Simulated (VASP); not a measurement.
# KCl (F-43m) in VASP: further runs

Runs on KCl. Level: LDA. Tasks: single point.

Program: VASP 6.6.1. These are calculated values, not measurements. Logs are shortened: lines on timing, memory, paths and dates and some standing lists are left out, and cuts for length are marked.

**1. The cell of the first run**

Symmetry: F-43m, No. 216, cubic system. Conventional cell: a = 6.434 Å, b = 6.434 Å, c = 6.434 Å, α = 90.00°, β = 90.00°, γ = 90.00°. K (site symmetry -43m) has 4 Cl at 2.79 Å within 3.7 Å. Within 3.7 Å of Cl (site symmetry -43m) lie 4 K at 2.79 Å.

**2. Single point, LDA**

Input file INCAR:

```
SYSTEM = KCl
PREC = Accurate ; ENCUT = 520
EDIFF = 1E-6 ; ISMEAR = 0
SIGMA = 0.01 ; LREAL = .FALSE.
LASPH = .TRUE. ; NELM = 100
ALGO = Normal ; ISIF = 2
LWAVE = .FALSE. ; LCHARG = .FALSE.
NBANDS = 15
```

Input file KPOINTS:

```
regular mesh
0
G
  6 6 6
  0 0 0
```

Input file POSCAR:

```
KCl
1.0
    0.0000000000      3.2168000000      3.2168000000
    3.2168000000      0.0000000000      3.2168000000
    3.2168000000      3.2168000000      0.0000000000
K Cl
1 1
Direct
    0.0000000000      0.0000000000      0.0000000000
    0.2500000000      0.2500000000      0.2500000000
```

Potentials or basis: VASP PAW LDA potentials, release 64 (K_sv, Cl).

The run is started by

```console
> cat potpaw_LDA.64/K_sv/POTCAR potpaw_LDA.64/Cl/POTCAR > POTCAR
> mpirun -np 1 vasp_std > vasp.out
```

OUTCAR:

```text
SYSTEM = KCl
   PREC = Accurate
   ENCUT = 520
   EDIFF = 1E-6
   ISMEAR = 0
   LREAL = .FALSE.
   LASPH = .TRUE.
   NELM = 100
   ISIF = 2

 ion  position               nearest neighbor table
   1  0.000  0.000  0.000-   2 2.79   2 2.79   2 2.79   2 2.79
   2  0.250  0.250  0.250-   1 2.79   1 2.79   1 2.79   1 2.79

  LATTYP: Found a face centered cubic cell.
 ALAT       =     6.4336000000

  Lattice vectors:

 A1 = (   0.0000000000,   3.2168000000,   3.2168000000)
 A2 = (   3.2168000000,   0.0000000000,   3.2168000000)
 A3 = (   3.2168000000,   3.2168000000,   0.0000000000)

Analysis of symmetry for initial positions (statically):
=====================================================================
 Subroutine PRICEL returns:
 Original cell was already a primitive cell.

 Routine SETGRP: Setting up the symmetry group for a
 face centered cubic supercell.

 Subroutine GETGRP returns: Found 24 space group operations
 (whereof 24 operations were pure point group operations)
 out of a pool of 48 trial point group operations.

The static configuration has the point symmetry T_d .

Analysis of symmetry for dynamics (positions and initial velocities):
=====================================================================
 Subroutine PRICEL returns:
 Original cell was already a primitive cell.

 Routine SETGRP: Setting up the symmetry group for a
 face centered cubic supercell.

 Subroutine GETGRP returns: Found 24 space group operations
 (whereof 24 operations were pure point group operations)
 out of a pool of 48 trial point group operations.

The dynamic configuration has the point symmetry T_d .

 Subroutine INISYM returns: Found 24 space group operations
 (whereof 24 operations are pure point group operations),
 and found     1 'primitive' translations

----------------------------------------------------------------------------------------

                                     Primitive cell

  volume of cell :      66.5736

  direct lattice vectors                    reciprocal lattice vectors
     0.000000000  3.216800000  3.216800000    -0.155433972  0.155433972  0.155433972
     3.216800000  0.000000000  3.216800000     0.155433972 -0.155433972  0.155433972
     3.216800000  3.216800000  0.000000000     0.155433972  0.155433972 -0.155433972

  length of vectors
     4.549242187  4.549242187  4.549242187     0.269219536  0.269219536  0.269219536

  position of ions in fractional coordinates (direct lattice)
     0.000000000  0.000000000  0.000000000
     0.250000000  0.250000000  0.250000000

  ion indices of the primitive-cell ions
   primitive index   ion index
                 1           1
                 2           2

----------------------------------------------------------------------------------------

 KPOINTS: regular mesh

Automatic generation of k-mesh.
 Grid dimensions read from file:
 generate k-points for:    6    6    6

 Generating k-lattice:

  Cartesian coordinates                     Fractional coordinates (reciprocal lattice)
    -0.025905662  0.025905662  0.025905662     0.166666667  0.000000000  0.000000000
     0.025905662 -0.025905662  0.025905662     0.000000000  0.166666667  0.000000000
     0.025905662  0.025905662 -0.025905662     0.000000000  0.000000000  0.166666667

  Length of vectors
     0.044869923  0.044869923  0.044869923

  Shift w.r.t. Gamma in fractional coordinates (k-lattice)
     0.000000000  0.000000000  0.000000000

 Subroutine IBZKPT returns following result:
 ===========================================

 Found     16 irreducible k-points:

 Following reciprocal coordinates:
            Coordinates               Weight
  0.000000  0.000000  0.000000      1.000000
  0.166667  0.000000  0.000000      8.000000
  0.333333  0.000000  0.000000      8.000000
  0.500000  0.000000  0.000000      4.000000
  0.166667  0.166667  0.000000      6.000000
  0.333333  0.166667  0.000000     24.000000
[... 8 lines left out ...]
 -0.333333  0.333333  0.166667     24.000000
 -0.333333  0.500000  0.166667     12.000000
   k-points           NKPTS =     16   k-points in BZ     NKDIM =     16   number of bands    NBANDS=     15
   number of dos      NEDOS =    301   number of ions     NIONS =      2
   total plane-waves  NPLWV =  46656
   dimension x,y,z NGX =    36 NGY =   36 NGZ =   36
   dimension x,y,z NGXF=    72 NGYF=   72 NGZF=   72
   ions per type =               1   1
   NGX,Y,Z   is equivalent  to a cutoff of  13.16, 13.16, 13.16 a.u.
   NGXF,Y,Z  is equivalent  to a cutoff of  26.31, 26.31, 26.31 a.u.
 SYSTEM =  KCl
   PREC   = accura    normal or accurate (medium, high low for compatibility)
   ISTART =      0    job   : 0-new  1-cont  2-samecut
   ICHARG =      2    charge: 1-file 2-atom 10-const
   ISPIN  =      1    spin polarized calculation?
   LNONCOLLINEAR =      F non collinear calculations
   LSORBIT =      F    spin-orbit coupling
   LASPH  =      T    aspherical Exc in radial PAW
   ENCUT  =  520.0 eV  38.22 Ry    6.18 a.u.   8.46  8.46  8.46*2*pi/ulx,y,z
   NELM   =    100;   NELMIN=  2; NELMDL= -5     # of ELM steps
   EDIFF  = 0.1E-05   stopping-criterion for ELM
   LREAL  =      F    real-space projection
   EDIFFG = 0.1E-04   stopping-criterion for IOM
   NSW    =      0    number of steps for IOM
   IBRION =     -1    ionic relax: 0-MD 1-quasi-New 2-CG
   NFREE  =      0    steps in history (QN), initial steepest desc. (CG)
   ISIF   =      2    stress and relaxation
   ISYM   =      2    0-nonsym 1-usesym 2-fastsym
   POTIM  = 0.5000    time-step for ionic-motion
   TEBEG  =    0.0;   TEEND  =   0.0 temperature during run
   PSTRESS=    0.0 pullay stress
   NELECT =      16.0000    total number of electrons
   NUPDOWN=      -1.0000    fix difference up-down
   EMIN   =  10.00;   EMAX   =-10.00  energy-range for DOS
   EFERMI =   0.00;   METHOD = LEGACY
   ISMEAR =     0;   SIGMA  =   0.01  broadening in eV -4-tet -1-fermi 0-gaus
   EFERMI_NEDOS =   21; number of points for ismear=-14 and -15
   IALGO  =     38    algorithm
   IMIX   =      4    mixing-type and parameters
     AMIX     =   0.40;   BMIX     =  1.00
     AMIX_MAG =   1.60;   BMIX_MAG =  1.00
  volume/ion in A,a.u.               =      33.29       224.63
  Fermi-wavevector in a.u.,A,eV,Ry     =   1.017843  1.923444 14.095693  1.036004
  Thomas-Fermi vector in A             =   2.151267
   LORBIT       =      0    0 simple, 1 ext, 2 COOP (PROOUT), +10 PAW based schemes
   GGA     = CA    functional components
   LHFCALC =     F    Hartree Fock is set to
   AEXX    =    0.0000 exact exchange contribution
   IVDW    =     0    specifies the selected vdW correction
   LEPSILON=     F    determine dielectric tensor
   LRPA    =     F    only Hartree local field effects (RPA)
 non-spin polarized calculation
 Gauss-broadening in eV      SIGMA  =   0.01
  energy-cutoff  :      520.00
  volume of cell :       66.57
 maximum number of plane-waves:      1820
 NGX is ok and might be reduce to    36
   NGX = 17   NGY = 17   NGZ = 17

 number of electron      16.0000000 magnetization

 Free energy of the ion-electron system (eV)
  ---------------------------------------------------
  ext. energy  EPLUGINS =         0.00000000
  ---------------------------------------------------
  free energy    TOTEN  =        -6.96551695 eV

  energy without entropy =       -6.96551695  energy(sigma->0) =       -6.96551695

 E-fermi :  -2.5762     XC(G=0):  -7.5982

 val. band max:       -2.6237172787   @ k =   0.5000   0.5000   0.0000
 cond. band min:       2.2525893780   @ k =   0.0000   0.0000   0.0000
 fundamental gap:      4.8763066567
 Fermi energy:        -2.5761613259

 k-point     1 :       0.0000    0.0000    0.0000
  band No.  band energies     occupation
      1     -28.9116      2.00000
      2     -14.4743      2.00000
      3     -12.6929      2.00000
      4     -12.6929      2.00000
      5     -12.6929      2.00000
      6      -2.8250      2.00000
      7      -2.8250      2.00000
      8      -2.8250      2.00000
      9       2.2526      0.00000
     10       6.8762      0.00000
     11       6.8762      0.00000
     12       8.3336      0.00000
     13       8.3336      0.00000
     14       8.3336      0.00000
     15       9.9630      0.00000

 k-point     2 :       0.1667    0.0000    0.0000
  band No.  band energies     occupation
      1     -28.9081      2.00000
      2     -14.5721      2.00000
      3     -12.7013      2.00000
      4     -12.7013      2.00000
      5     -12.5887      2.00000
      6      -2.9585      2.00000
      7      -2.7986      2.00000
      8      -2.7986      2.00000
      9       2.8062      0.00000
     10       6.5491      0.00000
     11       6.5491      0.00000
     12       7.9995      0.00000
     13       8.8401      0.00000
     14       8.9683      0.00000
     15       8.9683      0.00000

 k-point     3 :       0.3333    0.0000    0.0000
  band No.  band energies     occupation
      1     -28.9011      2.00000
      2     -14.7393      2.00000
      3     -12.7179      2.00000
      4     -12.7179      2.00000
      5     -12.4129      2.00000
      6      -3.1339      2.00000
      7      -2.7486      2.00000
      8      -2.7486      2.00000
      9       3.9416      0.00000
     10       6.4081      0.00000
     11       6.4081      0.00000
     12       6.5882      0.00000
     13       8.6363      0.00000
     14       8.6861      0.00000
     15       8.6861      0.00000
[... 199 lines left out ...]
 k-point    15 :      -0.3333    0.3333    0.1667
  band No.  band energies     occupation
      1     -28.8942      2.00000
      2     -14.8693      2.00000
      3     -12.8076      2.00000
      4     -12.7579      2.00000
      5     -12.1764      2.00000
      6      -3.0716      2.00000
      7      -2.9187      2.00000
      8      -2.6564      2.00000
      9       4.2560      0.00000
     10       5.1595      0.00000
     11       7.0166      0.00000
     12       7.5823      0.00000
     13       8.5521      0.00000
     14       9.2796      0.00000
     15       9.6554      0.00000

 k-point    16 :      -0.3333    0.5000    0.1667
  band No.  band energies     occupation
      1     -28.8930      2.00000
      2     -14.8901      2.00000
      3     -12.8012      2.00000
      4     -12.7775      2.00000
      5     -12.1451      2.00000
      6      -3.2005      2.00000
      7      -2.8122      2.00000
      8      -2.6258      2.00000
      9       4.0260      0.00000
     10       5.0601      0.00000
     11       7.8551      0.00000
     12       7.8995      0.00000
     13       8.7181      0.00000
     14       9.1188      0.00000
     15       9.2341      0.00000

------------------------ aborting loop because EDIFF is reached ----------------------------------------

  FORCE on cell =-STRESS in cart. coord.  units (eV):
  Direction    XX          YY          ZZ          XY          YZ          ZX
  --------------------------------------------------------------------------------------
  -------------------------------------------------------------------------------------
  Total        1.4859178      1.4859178      1.4859178     -0.0000000      0.0000000      0.0000000
  in kB       35.7604669     35.7604669     35.7604669     -0.0000000      0.0000000      0.0000000
  external PRESSURE =      35.7604669 kB  Pullay stress =       0.0000000 kB

 VOLUME and BASIS-vectors are now :
 -----------------------------------------------------------------------------
  energy-cutoff  :      520.00
  volume of cell :       66.57
      direct lattice vectors                 reciprocal lattice vectors
     0.000000000  3.216800000  3.216800000    -0.155433972  0.155433972  0.155433972
     3.216800000  0.000000000  3.216800000     0.155433972 -0.155433972  0.155433972
     3.216800000  3.216800000  0.000000000     0.155433972  0.155433972 -0.155433972

 POSITION                                       TOTAL-FORCE (eV/Angst)
 -----------------------------------------------------------------------------------
      0.00000      0.00000      0.00000         0.000000      0.000000      0.000000
      1.60840      1.60840      1.60840        -0.000000     -0.000000     -0.000000
 -----------------------------------------------------------------------------------
    total drift:                               -0.000000     -0.000000     -0.000000

  FREE ENERGIE OF THE ION-ELECTRON SYSTEM (eV)
  ---------------------------------------------------
  free  energy   TOTEN  =        -6.9655169461 eV

  energy  without entropy=       -6.9655169461  energy(sigma->0) =       -6.96551695
```

Run time: 7.1 s. Hardware: 1 thread of Intel Xeon 6975P-C (Granite Rapids), shared host; peak memory 0.17 GiB.

Results:

```yaml
Free_energy: -6.9655 eV
Pressure: 3.6 GPa
Band_gap_on_the_k_mesh: 4.88 eV, indirect (least direct gap 5.08 eV)
```

A k mesh can miss the band edges. LDA gaps usually lie below the measured ones, often by a third to a half.

**3. Single point, LDA (volume scaled by 1.028 of the coarse rest volume)**

Input file INCAR:

```
SYSTEM = KCl
PREC = Accurate
ENCUT = 520
EDIFF = 1E-6
ISMEAR = 0
SIGMA = 0.02
LREAL = .False.
LASPH = .True.
NELM = 60
ALGO = Normal
ISIF = 2
LWAVE = .False.
LCHARG = .False.
GGA = CA
NBANDS = 15
```

Input file KPOINTS:

```
regular mesh
0
Gamma
  6 6 6
  0 0 0
```

Input file POSCAR:

```
KCl
1.0
    0.0000000000      3.4573000000      3.4573000000
    3.4573000000      0.0000000000      3.4573000000
    3.4573000000      3.4573000000      0.0000000000
K Cl
1 1
Direct
    0.0000000000      0.0000000000      0.0000000000
    0.2500000000      0.2500000000      0.2500000000
```

Potentials or basis: VASP PAW LDA potentials, release 64 (K_sv, Cl).

The run is started by

```console
> cat potpaw_LDA.64/K_sv/POTCAR potpaw_LDA.64/Cl/POTCAR > POTCAR
> mpirun -np 1 vasp_std > vasp.out
```

OUTCAR:

```text
SYSTEM = KCl
   PREC = Accurate
   ENCUT = 520
   EDIFF = 1E-6
   ISMEAR = 0
   LREAL = .False.
   LASPH = .True.
   NELM = 60
   ISIF = 2
   GGA = CA

 ion  position               nearest neighbor table
   1  0.000  0.000  0.000-   2 2.99   2 2.99   2 2.99   2 2.99
   2  0.250  0.250  0.250-   1 2.99   1 2.99   1 2.99   1 2.99

  LATTYP: Found a face centered cubic cell.
 ALAT       =     6.9146000000

  Lattice vectors:

 A1 = (   0.0000000000,   3.4573000000,   3.4573000000)
 A2 = (   3.4573000000,   0.0000000000,   3.4573000000)
 A3 = (   3.4573000000,   3.4573000000,   0.0000000000)

Analysis of symmetry for initial positions (statically):
=====================================================================
 Subroutine PRICEL returns:
 Original cell was already a primitive cell.

 Routine SETGRP: Setting up the symmetry group for a
 face centered cubic supercell.

 Subroutine GETGRP returns: Found 24 space group operations
 (whereof 24 operations were pure point group operations)
 out of a pool of 48 trial point group operations.

The static configuration has the point symmetry T_d .

[... 163 lines left out ...]
      4     -13.8563      2.00000
      5     -13.8563      2.00000
      6      -3.3997      2.00000
      7      -3.3997      2.00000
      8      -3.3997      2.00000
      9       1.1960      0.00000
     10       5.8868      0.00000
     11       5.8868      0.00000
     12       6.9589      0.00000
     13       6.9589      0.00000
     14       6.9589      0.00000
[... 257 lines left out ...]
      2     -15.2592      2.00000
      3     -13.9005      2.00000
      4     -13.8900      2.00000
      5     -13.5270      2.00000
      6      -3.7042      2.00000
      7      -3.4584      2.00000
      8      -3.3446      2.00000
      9       3.2491      0.00000
     10       4.1300      0.00000
     11       6.4455      0.00000
     12       6.5094      0.00000
     13       6.6316      0.00000
     14       7.1218      0.00000
     15       7.7181      0.00000

------------------------ aborting loop because EDIFF is reached ----------------------------------------

  FORCE on cell =-STRESS in cart. coord.  units (eV):
  Direction    XX          YY          ZZ          XY          YZ          ZX
  --------------------------------------------------------------------------------------
  -------------------------------------------------------------------------------------
  Total       -0.3823801     -0.3823801     -0.3823801      0.0000000      0.0000000      0.0000000
  in kB       -7.4124999     -7.4124999     -7.4124999      0.0000000      0.0000000      0.0000000
  external PRESSURE =      -7.4124999 kB  Pullay stress =       0.0000000 kB

 VOLUME and BASIS-vectors are now :
 -----------------------------------------------------------------------------
  energy-cutoff  :      520.00
  volume of cell :       82.65
      direct lattice vectors                 reciprocal lattice vectors
     0.000000000  3.457300000  3.457300000    -0.144621525  0.144621525  0.144621525
     3.457300000  0.000000000  3.457300000     0.144621525 -0.144621525  0.144621525
     3.457300000  3.457300000  0.000000000     0.144621525  0.144621525 -0.144621525

 POSITION                                       TOTAL-FORCE (eV/Angst)
 -----------------------------------------------------------------------------------
      0.00000      0.00000      0.00000        -0.000000     -0.000000     -0.000000
      1.72865      1.72865      1.72865         0.000000      0.000000      0.000000
 -----------------------------------------------------------------------------------
    total drift:                                0.000000      0.000000     -0.000000

  FREE ENERGIE OF THE ION-ELECTRON SYSTEM (eV)
  ---------------------------------------------------
  free  energy   TOTEN  =        -7.0693897414 eV

  energy  without entropy=       -7.0693897414  energy(sigma->0) =       -7.06938974
```

OSZICAR:

```text
N       E                     dE             d eps       ncg     rms          rms(c)
DAV:   1     0.107883883134E+03    0.10788E+03   -0.67422E+03   480   0.916E+02
DAV:   2     0.391075179748E+00   -0.10749E+03   -0.97206E+02   641   0.240E+02
DAV:   3    -0.721112485533E+01   -0.76022E+01   -0.75606E+01   648   0.558E+01
DAV:   4    -0.753836603841E+01   -0.32724E+00   -0.32712E+00   818   0.105E+01
DAV:   5    -0.754039375923E+01   -0.20277E-02   -0.20277E-02   669   0.922E-01    0.377E+00
DAV:   6    -0.711552770096E+01    0.42487E+00   -0.63445E-01   620   0.374E+00    0.287E+00
DAV:   7    -0.706423141606E+01    0.51296E-01   -0.13058E-01   669   0.190E+00    0.170E+00
DAV:   8    -0.706782388848E+01   -0.35925E-02   -0.23517E-02   644   0.103E+00    0.327E-01
DAV:   9    -0.706822887214E+01   -0.40498E-03   -0.18781E-03   655   0.233E-01    0.134E-01
DAV:  10    -0.706935553489E+01   -0.11267E-02   -0.45680E-04   494   0.117E-01    0.175E-02
DAV:  11    -0.706938085491E+01   -0.25320E-04   -0.17439E-05   690   0.234E-02    0.116E-02
DAV:  12    -0.706938969962E+01   -0.88447E-05   -0.75683E-06   508   0.140E-02    0.268E-03
DAV:  13    -0.706938974139E+01   -0.41775E-07   -0.32084E-07   555   0.364E-03
   1 F= -.70693897E+01 E0= -.70693897E+01  d E =-.124848E-47
```

stdout:

```text
POSCAR found type information on POSCAR K Cl
 POSCAR found :  2 types and       2 ions
 scaLAPACK will be used
 LDA part: xc-table for (Slater(with rela. corr.)+CA(PZ))
 , standard interpolation
 POSCAR, INCAR and KPOINTS ok, starting setup
 FFT: planning ... GRIDC
 FFT: planning ... GRID_SOFT
 FFT: planning ... GRID
 WAVECAR not read
 entering main loop
```

Run time: 7.7 s. Hardware: 1 thread of Intel Xeon 6975P-C (Granite Rapids), shared host; peak memory 0.17 GiB.

Results:

- Free energy: -7.0694 eV
- Pressure: -0.7 GPa
- Band gap on the k mesh: 4.54 eV, indirect (least direct gap 4.60 eV)

Levels at points of the mesh, in eV from the valence-band top:
| k point | band 6 | band 7 | band 8 | band 9 | band 10 | band 11 |
| --- | --- | --- | --- | --- | --- | --- |
| (0.00, 0.00, 0.00) | -0.06 | -0.06 | -0.06 | 4.54 | 9.23 | 9.23 |
| (0.50, 0.00, 0.00) | -0.40 | -0.02 | -0.02 | 7.09 | 7.27 | 8.79 |
| (0.50, 0.50, 0.00) | -0.48 | 0.00 | 0.00 | 6.44 | 7.48 | 9.88 |

[end of part 1 of 2]
